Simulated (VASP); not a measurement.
# BN (P6_3/mmc) in VASP: notebook, part 3 of 3

VASP 6.6.1. The steps go on from the part before.

### Step 6. Single point, PBEsol (strain +0.050 along x and y, +0.000 along z)

INCAR

```
SYSTEM = BN
ALGO = Normal
EDIFF = 1E-7
ENCUT = 520
GGA = PS
ISIF = 2
ISMEAR = 0
LASPH = .TRUE.
LCHARG = .FALSE.
LREAL = .FALSE.
LWAVE = .FALSE.
NBANDS = 16
NELM = 100
PREC = Accurate
SIGMA = 0.05
```

KPOINTS

```
k-points
0
G
  12 12 4
  0 0 0
```

POSCAR

```
BN
1.0
    2.6291912895      0.0000000000      0.0000000000
   -1.3145956448      2.2769464481      0.0000000000
    0.0000000000      0.0000000000      6.6612000000
B N
2 2
Direct
    0.3333333333      0.6666666667      0.2500000000
    0.6666666667      0.3333333333      0.7500000000
    0.3333333333      0.6666666667      0.7500000000
    0.6666666667      0.3333333333      0.2500000000
```

Potentials or basis: VASP PAW PBE potentials, release 64 (B, N).

Launch:

```
$ cat potpaw_PBE.64/B/POTCAR potpaw_PBE.64/N/POTCAR > POTCAR
$ mpirun -np 1 vasp_std > vasp.out
```

OUTCAR:

```text
SYSTEM = BN
   EDIFF = 1E-7
   ENCUT = 520
   GGA = PS
   ISIF = 2
   ISMEAR = 0
   LASPH = .TRUE.
   LREAL = .FALSE.
   NELM = 100
   PREC = Accurate

 ion  position               nearest neighbor table
   1  0.333  0.667  0.250-   4 1.52   4 1.52   4 1.52
   2  0.667  0.333  0.750-   3 1.52   3 1.52   3 1.52
   3  0.333  0.667  0.750-   2 1.52   2 1.52   2 1.52
   4  0.667  0.333  0.250-   1 1.52   1 1.52   1 1.52

  LATTYP: Found a hexagonal cell.
 ALAT       =     2.6291912895
 C/A-ratio  =     2.5335547195

  Lattice vectors:

 A1 = (   2.6291912895,   0.0000000000,   0.0000000000)
 A2 = (  -1.3145956448,   2.2769464481,   0.0000000000)
 A3 = (   0.0000000000,   0.0000000000,   6.6612000000)

Analysis of symmetry for initial positions (statically):
=====================================================================
 Subroutine PRICEL returns:
 Original cell was already a primitive cell.

 Routine SETGRP: Setting up the symmetry group for a
 hexagonal supercell.

 Subroutine GETGRP returns: Found 24 space group operations
 (whereof 12 operations were pure point group operations)
 out of a pool of 24 trial point group operations.

The static configuration has the point symmetry D_3d.
 The point group associated with its full space group is D_6h.

Analysis of symmetry for dynamics (positions and initial velocities):
=====================================================================
 Subroutine PRICEL returns:
 Original cell was already a primitive cell.

 Routine SETGRP: Setting up the symmetry group for a
 hexagonal supercell.

 Subroutine GETGRP returns: Found 24 space group operations
 (whereof 12 operations were pure point group operations)
 out of a pool of 24 trial point group operations.

The dynamic configuration has the point symmetry D_3d.
 The point group associated with its full space group is D_6h.

 Subroutine INISYM returns: Found 24 space group operations
 (whereof 12 operations are pure point group operations),
 and found     1 'primitive' translations

----------------------------------------------------------------------------------------

                                     Primitive cell

  volume of cell :      39.8775

  direct lattice vectors                    reciprocal lattice vectors
     2.629191290  0.000000000  0.000000000     0.380345091  0.219592341  0.000000000
    -1.314595645  2.276946448  0.000000000     0.000000000  0.439184681  0.000000000
     0.000000000  0.000000000  6.661200000     0.000000000  0.000000000  0.150123101

  length of vectors
     2.629191290  2.629191290  6.661200000     0.439184681  0.439184681  0.150123101

  position of ions in fractional coordinates (direct lattice)
     0.333333333  0.666666667  0.250000000
     0.666666667  0.333333333  0.750000000
     0.333333333  0.666666667  0.750000000
     0.666666667  0.333333333  0.250000000

  ion indices of the primitive-cell ions
   primitive index   ion index
                 1           1
                 2           2
                 3           3
                 4           4

----------------------------------------------------------------------------------------

 KPOINTS: k-points

Automatic generation of k-mesh.
 Grid dimensions read from file:
 generate k-points for:   12   12    4

 Generating k-lattice:

  Cartesian coordinates                     Fractional coordinates (reciprocal lattice)
     0.031695424  0.018299362  0.000000000     0.083333333  0.000000000  0.000000000
     0.000000000  0.036598723  0.000000000     0.000000000  0.083333333  0.000000000
     0.000000000  0.000000000  0.037530775     0.000000000  0.000000000  0.250000000

  Length of vectors
     0.036598723  0.036598723  0.037530775

  Shift w.r.t. Gamma in fractional coordinates (k-lattice)
     0.000000000  0.000000000  0.000000000

 Subroutine IBZKPT returns following result:
 ===========================================

 Found     57 irreducible k-points:

 Following reciprocal coordinates:
            Coordinates               Weight
  0.000000  0.000000  0.000000      1.000000
  0.083333  0.000000  0.000000      6.000000
  0.166667 -0.000000  0.000000      6.000000
  0.250000  0.000000  0.000000      6.000000
  0.333333  0.000000  0.000000      6.000000
  0.416667  0.000000  0.000000      6.000000
[... 16 lines left out ...]
  0.250000  0.000000  0.250000     12.000000
  0.333333  0.000000  0.250000     12.000000
 [... further k-points ...]
   k-points           NKPTS =     57   k-points in BZ     NKDIM =     57   number of bands    NBANDS=     16
   number of dos      NEDOS =    301   number of ions     NIONS =      4
   total plane-waves  NPLWV =  20000
   dimension x,y,z NGX =    20 NGY =   20 NGZ =   50
   dimension x,y,z NGXF=    40 NGYF=   40 NGZF=  100
   ions per type =               2   2
   NGX,Y,Z   is equivalent  to a cutoff of  12.65, 12.65, 12.48 a.u.
   NGXF,Y,Z  is equivalent  to a cutoff of  25.29, 25.29, 24.96 a.u.
 SYSTEM =  BN
   PREC   = accura    normal or accurate (medium, high low for compatibility)
   ISTART =      0    job   : 0-new  1-cont  2-samecut
   ICHARG =      2    charge: 1-file 2-atom 10-const
   ISPIN  =      1    spin polarized calculation?
   LNONCOLLINEAR =      F non collinear calculations
   LSORBIT =      F    spin-orbit coupling
   LASPH  =      T    aspherical Exc in radial PAW
   ENCUT  =  520.0 eV  38.22 Ry    6.18 a.u.   4.89  4.89 12.39*2*pi/ulx,y,z
   NELM   =    100;   NELMIN=  2; NELMDL= -5     # of ELM steps
   EDIFF  = 0.1E-06   stopping-criterion for ELM
   LREAL  =      F    real-space projection
   EDIFFG = 0.1E-05   stopping-criterion for IOM
   NSW    =      0    number of steps for IOM
   IBRION =     -1    ionic relax: 0-MD 1-quasi-New 2-CG
   NFREE  =      0    steps in history (QN), initial steepest desc. (CG)
   ISIF   =      2    stress and relaxation
   ISYM   =      2    0-nonsym 1-usesym 2-fastsym
   POTIM  = 0.5000    time-step for ionic-motion
   TEBEG  =    0.0;   TEEND  =   0.0 temperature during run
   PSTRESS=    0.0 pullay stress
   NELECT =      16.0000    total number of electrons
   NUPDOWN=      -1.0000    fix difference up-down
   EMIN   =  10.00;   EMAX   =-10.00  energy-range for DOS
   EFERMI =   0.00;   METHOD = LEGACY
   ISMEAR =     0;   SIGMA  =   0.05  broadening in eV -4-tet -1-fermi 0-gaus
   EFERMI_NEDOS =   21; number of points for ismear=-14 and -15
   IALGO  =     38    algorithm
   IMIX   =      4    mixing-type and parameters
     AMIX     =   0.40;   BMIX     =  1.00
     AMIX_MAG =   1.60;   BMIX_MAG =  1.00
  volume/ion in A,a.u.               =       9.97        67.28
  Fermi-wavevector in a.u.,A,eV,Ry     =   1.207459  2.281766 19.836707  1.457957
  Thomas-Fermi vector in A             =   2.343096
   LORBIT       =      0    0 simple, 1 ext, 2 COOP (PROOUT), +10 PAW based schemes
   GGA     = PS    functional components
   LHFCALC =     F    Hartree Fock is set to
   AEXX    =    0.0000 exact exchange contribution
   IVDW    =     0    specifies the selected vdW correction
   LEPSILON=     F    determine dielectric tensor
   LRPA    =     F    only Hartree local field effects (RPA)
 non-spin polarized calculation
 Gauss-broadening in eV      SIGMA  =   0.05
  energy-cutoff  :      520.00
  volume of cell :       39.88
 maximum number of plane-waves:      1110
 NGX is ok and might be reduce to    20
   NGX =  9   NGY =  9   NGZ = 25

 number of electron      15.9999997 magnetization

 Free energy of the ion-electron system (eV)
  ---------------------------------------------------
  ext. energy  EPLUGINS =         0.00000000
  ---------------------------------------------------
  free energy    TOTEN  =       -36.04845892 eV

  energy without entropy =      -36.04845892  energy(sigma->0) =      -36.04845892

 E-fermi :   1.8412     XC(G=0):  -9.9826

 val. band max:        1.6032326271   @ k =   0.3333   0.2500   0.0000
 cond. band min:       5.5060773739   @ k =   0.5000   0.0000   0.0000
 fundamental gap:      3.9028447468
 Fermi energy:         1.8412404654

 k-point     1 :       0.0000    0.0000    0.0000
  band No.  band energies     occupation
      1     -15.3522      2.00000
      2     -15.0416      2.00000
      3      -4.0314      2.00000
      4      -1.7870      2.00000
      5       0.1157      2.00000
      6       0.1157      2.00000
[... 8 lines left out ...]
     15      12.0383      0.00000
     16      12.9263      0.00000
[... 420 lines left out ...]
  band No.  band energies     occupation
      1     -13.5539      2.00000
      2     -13.3967      2.00000
      3      -5.0118      2.00000
      4      -4.9439      2.00000
      5      -1.8480      2.00000
      6      -1.7939      2.00000
[... 8 lines left out ...]
     15      16.7724      0.00000
     16      17.9517      0.00000

 [... further k-points ...]
[... 5 lines left out ...]
  --------------------------------------------------------------------------------------
  -------------------------------------------------------------------------------------
  Total      -10.4221937    -10.4221937      0.0934231      0.0000000      0.0000000      0.0000000
  in kB     -418.7378769   -418.7378769      3.7535070      0.0000000      0.0000000      0.0000000
  external PRESSURE =    -277.9074156 kB  Pullay stress =       0.0000000 kB

 VOLUME and BASIS-vectors are now :
 -----------------------------------------------------------------------------
  energy-cutoff  :      520.00
  volume of cell :       39.88
      direct lattice vectors                 reciprocal lattice vectors
     2.629191290  0.000000000  0.000000000     0.380345091  0.219592341  0.000000000
    -1.314595645  2.276946448  0.000000000     0.000000000  0.439184681  0.000000000
     0.000000000  0.000000000  6.661200000     0.000000000  0.000000000  0.150123101

 POSITION                                       TOTAL-FORCE (eV/Angst)
 -----------------------------------------------------------------------------------
     -0.00000      1.51796      1.66530        -0.000000     -0.000000      0.000000
      1.31460      0.75898      4.99590        -0.000000      0.000000      0.000000
     -0.00000      1.51796      4.99590        -0.000000      0.000000      0.000000
      1.31460      0.75898      1.66530         0.000000      0.000000      0.000000
 -----------------------------------------------------------------------------------
    total drift:                                0.000000     -0.000000      0.000000

  FREE ENERGIE OF THE ION-ELECTRON SYSTEM (eV)
  ---------------------------------------------------
  free  energy   TOTEN  =       -36.0484589234 eV

  energy  without entropy=      -36.0484589234  energy(sigma->0) =      -36.04845892
```

stdout:

```text
POSCAR found type information on POSCAR B N
 POSCAR found :  2 types and       4 ions
 scaLAPACK will be used
 -----------------------------------------------------------------------------
|                                                                             |
|                                                                             |
|     You enforced a specific xc type in the INCAR file but a different       |
|     I HOPE YOU KNOW WHAT YOU ARE DOING!                                     |
|                                                                             |
 -----------------------------------------------------------------------------

 LDA part: xc-table for (Slater+PW92), standard interpolation
 POSCAR, INCAR and KPOINTS ok, starting setup
 FFT: planning ... GRIDC
 FFT: planning ... GRID_SOFT
 FFT: planning ... GRID
 WAVECAR not read
 entering main loop
```

Wall time 16 s (1 thread of Intel Xeon 6975P-C (Granite Rapids), shared host); peak memory 0.16 GiB.

Results:

```
Free energy            : -36.0485 eV
Pressure               : -27.8 GPa
Band gap on the k mesh : 3.90 eV, indirect (least direct gap 4.21 eV)
```

Caveat: the cell differs from its parent crystal (strain +0.050 along x and y, +0.000 along z); the PAW data sets were made with another functional, which shifts forces and pressure a little; this functional lacks dispersion, which binds the layers, so the pressure and a relaxed spacing across them are unreliable.

### Step 7. The runs side by side

| cell | gap on the mesh (eV) | pressure (GPa) |
| --- | --- | --- |
| a = 2.629, b = 2.629, c = 6.328 Å, angles 90.0, 90.0, 120.0°, 4 atoms | 3.82 | -28.7 |
| a = 2.567, b = 2.567, c = 6.661 Å, angles 90.0, 90.0, 120.0°, 4 atoms | 4.04 | -15.3 |
| a = 2.629, b = 2.629, c = 6.495 Å, angles 90.0, 90.0, 120.0°, 4 atoms | 3.85 | -28.3 |
| a = 2.567, b = 2.567, c = 6.828 Å, angles 90.0, 90.0, 120.0°, 4 atoms | 4.09 | -15.1 |
| a = 2.629, b = 2.629, c = 6.661 Å, angles 90.0, 90.0, 120.0°, 4 atoms | 3.90 | -27.8 |

Alike in all rows: task single point; level PBEsol; potentials or basis VASP PAW PBE potentials, release 64 (B, N); no spin polarisation; k mesh 12 × 12 × 4; cutoff (eV) 520; smearing gaussian 0.05 eV.

Caveats: the PAW data sets were made with another functional, which shifts forces and pressure a little; this functional lacks dispersion, which binds the layers, so the pressure and a relaxed spacing across them are unreliable.

Total energies depend on the potentials used, so only differences within one code and one set of settings carry meaning.
